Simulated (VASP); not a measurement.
# NiO (Fm-3m) in VASP: further runs

NiO is run at these levels: LDA+U; tasks: single point.

All numbers are computed with VASP 6.6.1; they aren't measurements. Logs are shortened: lines on timing, memory, paths and dates and some standing lists are left out, and cuts for length are marked.

### Step 1. The cell of the first run

It takes space group Fm-3m (No. 225, cubic). Conventional cell: a = 4.183 Å, b = 4.183 Å, c = 4.183 Å, α = 90.00°, β = 90.00°, γ = 90.00°. Within 2.8 Å of Ni (site symmetry m-3m) lie 6 O at 2.09 Å. O (site symmetry m-3m) has 6 Ni at 2.09 Å within 2.8 Å.

### Step 2. Single point, LDA+U, collinear spin, ferromagnetic start

INCAR

```
ALGO = Normal
EDIFF = 1E-6
ENCUT = 520
ISIF = 2
ISMEAR = 0
ISPIN = 2
LASPH = T
LCHARG = F
LDAU = T
LDAUJ = 0 0
LDAUL = 2 -1
LDAUPRINT = 1
LDAUTYPE = 2
LDAUU = 4 0
LMAXMIX = 4
LORBIT = 11
LREAL = F
LWAVE = F
MAGMOM = 1.64 1.64 0.29 0.29
NBANDS = 28
NELM = 150
PREC = Accurate
SIGMA = 0.05
```

KPOINTS

```
k-points
0
Gamma
  8 8 8
```

POSCAR

```
NiO
1.0
    0.0000000000      2.0913095100      2.0913095100
    2.0913095100      0.0000000000      2.0913095100
    4.1826190200      4.1826190200      0.0000000000
Ni O
2 2
Direct
    0.0000000000      0.0000000000      0.0000000000
    0.0000000000      0.0000000000      0.5000000000
    0.5000000000      0.5000000000      0.2500000000
    0.5000000000      0.5000000000      0.7500000000
```

Potentials or basis: VASP PAW LDA potentials, release 64 (Ni, O).

The run is started by

```console
$ cat potpaw_LDA.64/Ni/POTCAR potpaw_LDA.64/O/POTCAR > POTCAR
$ mpirun -np 1 vasp_std > vasp.out
```

OUTCAR:

```text
EDIFF = 1E-6
   ENCUT = 520
   ISIF = 2
   ISMEAR = 0
   ISPIN = 2
   LASPH = T
   LORBIT = 11
   LREAL = F
   NELM = 150
   PREC = Accurate

 ion  position               nearest neighbor table
   1  0.000  0.000  0.000-   4 2.09   3 2.09   4 2.09   3 2.09   4 2.09   3 2.09   2 2.96   2 2.96
                             2 2.96   2 2.96   2 2.96   2 2.96
   2  0.000  0.000  0.500-   3 2.09   3 2.09   4 2.09   3 2.09   4 2.09   4 2.09   1 2.96   1 2.96
                             1 2.96   1 2.96   1 2.96   1 2.96
   3  0.500  0.500  0.250-   1 2.09   1 2.09   2 2.09   1 2.09   2 2.09   2 2.09
   4  0.500  0.500  0.750-   2 2.09   1 2.09   2 2.09   1 2.09   2 2.09   1 2.09

  LATTYP: Found a trigonal (rhomboedric) cell.
 ALAT       =     5.1226411937
 COS(alpha) =     0.8333333333

  Lattice vectors:

 A1 = (   4.1826190200,   2.0913095100,  -2.0913095100)
 A2 = (   2.0913095100,   2.0913095100,  -4.1826190200)
 A3 = (   2.0913095100,   4.1826190200,  -2.0913095100)

Analysis of symmetry for initial positions (statically):
=====================================================================
 Subroutine PRICEL returns following result:

  LATTYP: Found a face centered cubic cell.
 ALAT       =     4.1826190200
[... 12 lines left out ...]
 Subroutine GETGRP returns: Found 12 space group operations
 (whereof 12 operations were pure point group operations)
 out of a pool of 12 trial point group operations.

The static configuration has the point symmetry D_3d.

Analysis of symmetry for dynamics (positions and initial velocities):
=====================================================================
 Subroutine PRICEL returns following result:

  LATTYP: Found a face centered cubic cell.
 ALAT       =     4.1826190200
[... 12 lines left out ...]
 Subroutine GETGRP returns: Found 12 space group operations
 (whereof 12 operations were pure point group operations)
 out of a pool of 12 trial point group operations.

The dynamic configuration has the point symmetry D_3d.

Analysis of structural, dynamic, and magnetic symmetry:
=====================================================================
 Subroutine PRICEL returns following result:

  LATTYP: Found a face centered cubic cell.
 ALAT       =     4.1826190200
[... 12 lines left out ...]
 Subroutine GETGRP returns: Found 12 space group operations
 (whereof 12 operations were pure point group operations)
 out of a pool of 12 trial point group operations.

The overall configuration has the point symmetry D_3d.

 Subroutine INISYM returns: Found 12 space group operations
 (whereof 12 operations are pure point group operations),
 and found     2 'primitive' translations

----------------------------------------------------------------------------------------

                                     Primitive cell

  volume of cell :      18.2930

  direct lattice vectors                    reciprocal lattice vectors
     0.000000000  2.091309510  2.091309510    -0.239084649  0.239084649  0.239084649
     2.091309510  0.000000000  2.091309510     0.239084649 -0.239084649  0.239084649
     2.091309510  2.091309510  0.000000000     0.239084649  0.239084649 -0.239084649

  length of vectors
     2.957558272  2.957558272  2.957558272     0.414106759  0.414106759  0.414106759

  position of ions in fractional coordinates (direct lattice)
     0.000000000  0.000000000  0.000000000
     0.500000000  0.500000000  0.500000000

  ion indices of the primitive-cell ions
   primitive index   ion index
                 1           1
                 2           3

----------------------------------------------------------------------------------------

 KPOINTS: k-points

Automatic generation of k-mesh.
[... 81 lines left out ...]
   ISMEAR =     0;   SIGMA  =   0.05  broadening in eV -4-tet -1-fermi 0-gaus
   EFERMI_NEDOS =   21; number of points for ismear=-14 and -15
   IALGO  =     38    algorithm
   IMIX   =      4    mixing-type and parameters
     AMIX     =   0.40;   BMIX     =  1.00
     AMIX_MAG =   1.60;   BMIX_MAG =  1.00
  volume/ion in A,a.u.               =       9.15        61.72
  Fermi-wavevector in a.u.,A,eV,Ry     =   1.565621  2.958594 33.350161  2.451168
  Thomas-Fermi vector in A             =   2.668070
   LORBIT       =     11    0 simple, 1 ext, 2 COOP (PROOUT), +10 PAW based schemes
 LDA+U is selected, type is set to LDAUTYPE =  2
   angular momentum for each species LDAUL =     2   -1
   U (eV)           for each species LDAUU =   4.0  0.0
   J (eV)           for each species LDAUJ =   0.0  0.0
   GGA     = CA    functional components
   LHFCALC =     F    Hartree Fock is set to
   AEXX    =    0.0000 exact exchange contribution
   IVDW    =     0    specifies the selected vdW correction
   LEPSILON=     F    determine dielectric tensor
   LRPA    =     F    only Hartree local field effects (RPA)
 spin polarized calculation
 Gauss-broadening in eV      SIGMA  =   0.05
  energy-cutoff  :      520.00
  volume of cell :       36.59
 maximum number of plane-waves:      1017
 NGX is ok and might be reduce to    24
   NGX = 11   NGY = 11   NGZ = 21

atom =   1  type =  1  l = 2

 onsite density matrix

spin component  1

  0.9759  0.0000 -0.0000  0.0000 -0.0000
  0.0000  0.9759 -0.0000 -0.0000  0.0000
 -0.0000 -0.0000  1.0256 -0.0000  0.0000
  0.0000 -0.0000 -0.0000  0.9759 -0.0000
 -0.0000  0.0000  0.0000 -0.0000  1.0256

spin component  2

  0.9723 -0.0000 -0.0000 -0.0000  0.0000
 -0.0000  0.9723 -0.0000  0.0000  0.0000
 -0.0000 -0.0000  0.1922 -0.0000  0.0000
 -0.0000  0.0000 -0.0000  0.9723 -0.0000
  0.0000  0.0000  0.0000 -0.0000  0.1922

 occupancies and eigenvectors

  o =  0.1922  v =  0.0000  0.0000  0.0000  0.0000  0.0000 -0.0000 -0.0000 -0.0595  0.0000  0.9982      0.0000  0.0000  0.0000  0.0000  0.0000  0.0000  0.0000  0.0000  0.0000  0.0000
  o =  0.1922  v =  0.0000  0.0000  0.0000  0.0000  0.0000 -0.0000 -0.0000 -0.9982 -0.0000 -0.0595      0.0000  0.0000  0.0000  0.0000  0.0000  0.0000  0.0000  0.0000  0.0000  0.0000
  o =  0.9723  v =  0.0000  0.0000  0.0000  0.0000  0.0000  0.8161  0.4291 -0.0000  0.3870  0.0000      0.0000  0.0000  0.0000  0.0000  0.0000  0.0000  0.0000  0.0000  0.0000  0.0000
  o =  0.9723  v =  0.0000  0.0000  0.0000  0.0000  0.0000  0.0243 -0.6946 -0.0000  0.7189 -0.0000      0.0000  0.0000  0.0000  0.0000  0.0000  0.0000  0.0000  0.0000  0.0000  0.0000
  o =  0.9723  v =  0.0000  0.0000  0.0000  0.0000  0.0000 -0.5774  0.5774 -0.0000  0.5774 -0.0000      0.0000  0.0000  0.0000  0.0000  0.0000  0.0000  0.0000  0.0000  0.0000  0.0000
  o =  0.9759  v =  0.5774 -0.5774 -0.0000 -0.5774  0.0000  0.0000  0.0000  0.0000  0.0000  0.0000      0.0000  0.0000  0.0000  0.0000  0.0000  0.0000  0.0000  0.0000  0.0000  0.0000
  o =  0.9759  v = -0.0461 -0.7291 -0.0000  0.6829  0.0000  0.0000  0.0000  0.0000  0.0000  0.0000      0.0000  0.0000  0.0000  0.0000  0.0000  0.0000  0.0000  0.0000  0.0000  0.0000
  o =  0.9759  v =  0.8152  0.3676  0.0000  0.4476  0.0000  0.0000  0.0000  0.0000  0.0000  0.0000      0.0000  0.0000  0.0000  0.0000  0.0000  0.0000  0.0000  0.0000  0.0000  0.0000
  o =  1.0256  v = -0.0000 -0.0000  1.0000 -0.0000  0.0000  0.0000  0.0000  0.0000  0.0000  0.0000      0.0000  0.0000  0.0000  0.0000  0.0000  0.0000  0.0000  0.0000  0.0000  0.0000
  o =  1.0256  v =  0.0000  0.0000 -0.0000 -0.0000  1.0000  0.0000  0.0000  0.0000  0.0000  0.0000      0.0000  0.0000  0.0000  0.0000  0.0000  0.0000  0.0000  0.0000  0.0000  0.0000

atom =   2  type =  1  l = 2

 onsite density matrix

spin component  1

  0.9759  0.0000 -0.0000  0.0000 -0.0000
  0.0000  0.9759 -0.0000 -0.0000  0.0000
 -0.0000 -0.0000  1.0256 -0.0000  0.0000
  0.0000 -0.0000 -0.0000  0.9759 -0.0000
 -0.0000  0.0000  0.0000 -0.0000  1.0256

spin component  2

  0.9723 -0.0000 -0.0000 -0.0000  0.0000
 -0.0000  0.9723 -0.0000  0.0000  0.0000
 -0.0000 -0.0000  0.1922 -0.0000  0.0000
 -0.0000  0.0000 -0.0000  0.9723 -0.0000
  0.0000  0.0000  0.0000 -0.0000  0.1922

 occupancies and eigenvectors

  o =  0.1922  v =  0.0000  0.0000  0.0000  0.0000  0.0000 -0.0000 -0.0000 -0.0327  0.0000  0.9995      0.0000  0.0000  0.0000  0.0000  0.0000  0.0000  0.0000  0.0000  0.0000  0.0000
  o =  0.1922  v =  0.0000  0.0000  0.0000  0.0000  0.0000  0.0000  0.0000  0.9995  0.0000  0.0327      0.0000  0.0000  0.0000  0.0000  0.0000  0.0000  0.0000  0.0000  0.0000  0.0000
  o =  0.9723  v =  0.0000  0.0000  0.0000  0.0000  0.0000 -0.8110 -0.4874  0.0000 -0.3236 -0.0000      0.0000  0.0000  0.0000  0.0000  0.0000  0.0000  0.0000  0.0000  0.0000  0.0000
  o =  0.9723  v =  0.0000  0.0000  0.0000  0.0000  0.0000  0.0946 -0.6551 -0.0000  0.7496 -0.0000      0.0000  0.0000  0.0000  0.0000  0.0000  0.0000  0.0000  0.0000  0.0000  0.0000
  o =  0.9723  v =  0.0000  0.0000  0.0000  0.0000  0.0000 -0.5774  0.5774 -0.0000  0.5774 -0.0000      0.0000  0.0000  0.0000  0.0000  0.0000  0.0000  0.0000  0.0000  0.0000  0.0000
  o =  0.9759  v =  0.5774 -0.5774 -0.0000 -0.5774 -0.0000  0.0000  0.0000  0.0000  0.0000  0.0000      0.0000  0.0000  0.0000  0.0000  0.0000  0.0000  0.0000  0.0000  0.0000  0.0000
  o =  0.9759  v =  0.0246 -0.6945  0.0000  0.7191  0.0000  0.0000  0.0000  0.0000  0.0000  0.0000      0.0000  0.0000  0.0000  0.0000  0.0000  0.0000  0.0000  0.0000  0.0000  0.0000
  o =  0.9759  v =  0.8161  0.4294  0.0000  0.3868 -0.0000  0.0000  0.0000  0.0000  0.0000  0.0000      0.0000  0.0000  0.0000  0.0000  0.0000  0.0000  0.0000  0.0000  0.0000  0.0000
  o =  1.0256  v = -0.0000 -0.0000  1.0000 -0.0000  0.0000  0.0000  0.0000  0.0000  0.0000  0.0000      0.0000  0.0000  0.0000  0.0000  0.0000  0.0000  0.0000  0.0000  0.0000  0.0000
  o =  1.0256  v =  0.0000  0.0000 -0.0000 -0.0000  1.0000  0.0000  0.0000  0.0000  0.0000  0.0000      0.0000  0.0000  0.0000  0.0000  0.0000  0.0000  0.0000  0.0000  0.0000  0.0000

 number of electron      32.0000011 magnetization       3.9997265

 Free energy of the ion-electron system (eV)
  ---------------------------------------------------
  ext. energy  EPLUGINS =         0.00000000
  ---------------------------------------------------
  free energy    TOTEN  =       -23.97551196 eV

  energy without entropy =      -23.97551196  energy(sigma->0) =      -23.97551196

 E-fermi :   7.1544     XC(G=0): -13.1300

 val. band max:        6.8516707697   @ k =   0.5000   0.0000   0.0000
 cond. band min:       7.5325956463   @ k =   0.0000   0.0000   0.0000
 fundamental gap:      0.6809248766
 Fermi energy:         7.1544490741

 spin component 1

 k-point     1 :       0.0000    0.0000    0.0000
  band No.  band energies     occupation
      1     -12.3531      1.00000
      2     -10.8742      1.00000
      3      -1.0319      1.00000
      4       0.2644      1.00000
      5       0.2644      1.00000
      6       2.0094      1.00000
[... 1481 lines left out ...]
     27      24.3390      0.00000
     28      28.6439      0.00000

 [... further k-points ...]

------------------------ aborting loop because EDIFF is reached ----------------------------------------

  FORCE on cell =-STRESS in cart. coord.  units (eV):
  Direction    XX          YY          ZZ          XY          YZ          ZX
  --------------------------------------------------------------------------------------
  -------------------------------------------------------------------------------------
  Total       -3.3531424     -3.3531424     -3.3531424     -0.0000493      0.0000493      0.0000493
  in kB     -146.8411060   -146.8411060   -146.8411060     -0.0021608      0.0021608      0.0021608
  external PRESSURE =    -146.8411060 kB  Pullay stress =       0.0000000 kB

 VOLUME and BASIS-vectors are now :
 -----------------------------------------------------------------------------
  energy-cutoff  :      520.00
  volume of cell :       36.59
      direct lattice vectors                 reciprocal lattice vectors
     0.000000000  2.091309510  2.091309510    -0.239084649  0.239084649  0.239084649
     2.091309510  0.000000000  2.091309510     0.239084649 -0.239084649  0.239084649
     4.182619020  4.182619020  0.000000000     0.119542324  0.119542324 -0.119542324

 POSITION                                       TOTAL-FORCE (eV/Angst)
 -----------------------------------------------------------------------------------
      0.00000      0.00000      0.00000        -0.000000     -0.000000      0.000000
      2.09131      2.09131      0.00000         0.000000      0.000000      0.000000
      2.09131      2.09131      2.09131         0.000000      0.000000     -0.000000
      4.18262      4.18262      2.09131        -0.000000     -0.000000     -0.000000
 -----------------------------------------------------------------------------------
    total drift:                                0.000000     -0.000000     -0.000000

  FREE ENERGIE OF THE ION-ELECTRON SYSTEM (eV)
  ---------------------------------------------------
  free  energy   TOTEN  =       -23.9755119551 eV

  energy  without entropy=      -23.9755119551  energy(sigma->0) =      -23.97551196

 total charge

# of ion       s       p       d       tot
------------------------------------------
    1        0.344   0.421   8.253   9.018
    2        0.344   0.421   8.253   9.018
    3        1.536   3.433   0.000   4.969
    4        1.536   3.433   0.000   4.969
--------------------------------------------------
tot          3.761   7.708  16.506  27.975

 magnetization (x)

# of ion       s       p       d       tot
------------------------------------------
    1        0.010   0.015   1.677   1.701
    2        0.010   0.015   1.677   1.701
    3        0.024   0.241   0.000   0.265
    4        0.024   0.241   0.000   0.265
--------------------------------------------------
tot          0.069   0.511   3.353   3.933
```

Run time: 88 s. Hardware: 1 thread of AMD EPYC 9R45 (Zen 5), shared host; peak memory 0.19 GiB.

What came out:

```
Free energy                                           : -23.9755 eV
Pressure                                              : -14.7 GPa
Band gap on the k mesh                                : 0.68 eV
Net moment                                            : 4.00 μB per cell
Site moments                                          : Ni +1.70; O +0.27 μB
Valence electrons inside the program's atomic spheres : Ni 9.02; O 4.97
```

Levels at points of the mesh, in eV from the valence-band top:
Spin up:
```tsv
k point	band 14	band 15	band 16	band 17	band 18	band 19	band 20	band 21	band 22	band 23
(0.00, 0.00, 0.00)	-2.08	-2.08	-2.08	0.00	0.00	2.23	6.16	10.48	14.37	14.37
(0.50, 0.00, 0.00)	-3.24	-3.24	-2.59	0.00	0.00	6.16	6.52	10.48	11.18	11.63
(0.00, 0.00, 0.50)	-2.89	-0.86	-0.86	-0.86	-0.86	4.93	4.93	12.30	12.30	16.34
(0.50, 0.00, 0.50)	-2.78	-1.77	-1.77	-1.35	-1.35	7.96	7.96	10.13	10.13	11.84
```
Spin down:
| k point | band 12 | band 13 | band 14 | band 15 | band 16 | band 17 |
| --- | --- | --- | --- | --- | --- | --- |
| (0.00, 0.00, 0.00) | -1.58 | -1.58 | -1.50 | 0.68 | 0.68 | 2.62 |
| (0.50, 0.00, 0.00) | -1.88 | -1.88 | -1.50 | 1.11 | 1.65 | 3.36 |
| (0.00, 0.00, 0.50) | -2.07 | -1.94 | -1.94 | 2.22 | 2.22 | 2.22 |
| (0.50, 0.00, 0.50) | -1.88 | -1.69 | -1.69 | 2.20 | 2.20 | 2.21 |

Eigenvalues of the final occupation matrices:
| site | spin | trace | eigenvalues |
| --- | --- | --- | --- |
| site 1 d | 1 | 4.98 | 0.98 0.98 0.98 1.03 1.03 |
| site 1 d | 2 | 3.30 | 0.19 0.19 0.97 0.97 0.97 |
| site 2 d | 1 | 4.98 | 0.98 0.98 0.98 1.03 1.03 |
| site 2 d | 2 | 3.30 | 0.19 0.19 0.97 0.97 0.97 |

Caveat: the cell stands under tension. A k mesh can miss the band edges.

[end of part 1 of 2]
